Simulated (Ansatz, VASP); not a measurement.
**PbO in VASP and in Ansatz**

File POSCAR:

```
PbO
1.0
    3.1793716463      0.0000000000      0.0000000000
    0.0000000000      3.1793716463      0.0000000000
    0.0000000000      0.0000000000      3.0350281735
Pb O
1 1
Direct
    0.0000000000      0.0000000000      0.0000000000
    0.5000000000      0.5000000000      0.5000000000
```

INCAR.step1

```
  PREC = Accurate
  ENCUT = 520
  ISMEAR = -1
  SIGMA = 0.02
  LREAL = F
  LASPH = T
  NELM = 100
  NBANDS = 17
  GGA = PE
  ALGO = Normal
  EDIFF = 1E-4
  LWAVE = T
  LCHARG = F
```

The input INCAR.step2:

```
  PREC = Accurate
  ENCUT = 520
  EDIFF = 1E-6
  ISMEAR = -1
  SIGMA = 0.02
  LREAL = F
  LASPH = T
  NELM = 100
  ALGO = Normal
  ISIF = 2
  LWAVE = F
  LCHARG = F
  METAGGA = R2SCAN
  LMIXTAU = T
  NBANDS = 17
  ISTART = 1
```

File KPOINTS:

```
Automatic mesh
0
Gamma
  8 8 8
```

Input for Ansatz:

```yaml
crystal:
  lattice:
    - [3.1793716463, 0.0, 0.0]
    - [0.0, 3.1793716463, 0.0]
    - [0.0, 0.0, 3.0350281735]
  atoms:
    - { symbol: Pb, position: [0.0, 0.0, 0.0] }
    - { symbol: O, position: [0.5, 0.5, 0.5] }
kpoints:
  mp_grid: { grid: [8, 8, 8] }
  band_path:
    path:
      - [0.0, 0.0, 0.0]
      - [0.0, 0.5, 0.0]
      - [0.5, 0.5, 0.0]
      - [0.5, 0.5, 0.5]
      - [0.05, 0.5, 0.05]
    npoints: 1
hamiltonian:
  xc: r2scan
scf:
  occupations: { method: fermi_dirac, width: 0.02 }
  n_extra_bands: 4
output:
  forces: true
  stress: true
  eigenvalues: true
  write_density: true
  write_potential: true
  elf: true
  volumetric_format: npy
```

Change from the starting cell: uniaxial_z strain -4.5%.

Alike in both runs: task single point; functional r2SCAN; k mesh 8 × 8 × 8; occupations fermi-dirac, width 0.02 eV; no spin polarisation.

|  | VASP | Ansatz |
| --- | --- | --- |
| version | VASP 6.6.1 | Ansatz 0.2.0 |
| potentials or method | VASP PAW PBE potentials, release 64 (Pb_d, O) | plane waves, PAW |
| plane-wave cutoff (eV) | 520 | 500 |
| valence electrons in the cell | 20 | 20 |

```tsv
	VASP	Ansatz	Ansatz less VASP
pressure (GPa)	5.9	5.7	-0.24
traceless stress, the component that is largest in VASP (GPa)	6.88	6.86	-0.020
```

VASP's potentials were made for PBE, not for r2SCAN.

Neither program's run includes spin-orbit coupling.
